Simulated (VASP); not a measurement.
A run of VASP 6.6.1:

POSCAR

```
BN
1.0
    0.0000000000      1.7458259068      1.7458259068
    1.7458259068      0.0000000000      1.7458259068
    1.7458259068      1.7458259068      0.0000000000
B N
1 1
Direct
    0.0000000000      0.0000000000      0.0000000000
    0.5000000000      0.5000000000      0.5000000000
```

Contents of INCAR.step1:

```
PREC     = Accurate       # precision mode
ENCUT    = 520            # plane-wave cutoff, eV
EDIFF    = 1E-5           # SCF threshold, eV
ISMEAR   = 0              # smearing method
SIGMA    = 0.01           # smearing width, eV
LREAL    = False          # projectors in reciprocal space
LASPH    = True           # aspherical terms in the spheres
NELM     = 100            # most SCF steps
ALGO     = Normal         # electronic algorithm
ISIF     = 2              # what is computed and relaxed
LWAVE    = True           # write WAVECAR
GGA      = PE             # functional
NBANDS   = 11             # bands
```

INCAR.step2

```
PREC     = Accurate       # precision mode
ENCUT    = 520            # plane-wave cutoff, eV
EDIFF    = 1E-6           # SCF threshold, eV
ISMEAR   = 0              # smearing method
SIGMA    = 0.01           # smearing width, eV
LREAL    = False          # projectors in reciprocal space
LASPH    = True           # aspherical terms in the spheres
NELM     = 100            # most SCF steps
ALGO     = Normal         # electronic algorithm
ISIF     = 2              # what is computed and relaxed
LWAVE    = False          # write WAVECAR
LCHARG   = True           # write CHGCAR
GGA      = PE             # functional
LHFCALC  = True           # exact exchange
AEXX     = 0.25           # exact-exchange fraction
PRECFOCK = Normal       
LELF     = True           # ELF
LVHAR    = True         
ISTART   = 1            
NBANDS   = 11             # bands
```

File KPOINTS:

```
regular mesh
0
Gamma
  8 8 8
```

Potentials or basis: VASP PAW PBE potentials, release 64 (B, N).

Run with:

```console
$ cat potpaw_PBE.64/B/POTCAR potpaw_PBE.64/N/POTCAR > POTCAR
$ cp INCAR.step1 INCAR
$ mpirun -np 1 vasp_std > vasp.out
$ cp INCAR.step2 INCAR
$ mpirun -np 1 vasp_std > vasp.out
```

Hardware: 1 thread of Intel Xeon 8259CL, on a shared host.

Question: Estimate the wall time of this run.

Answer: Run time: 11 min on 1 thread of Intel Xeon 8259CL, on a shared host, peak memory 0.13 GiB. Counts: k points 29.
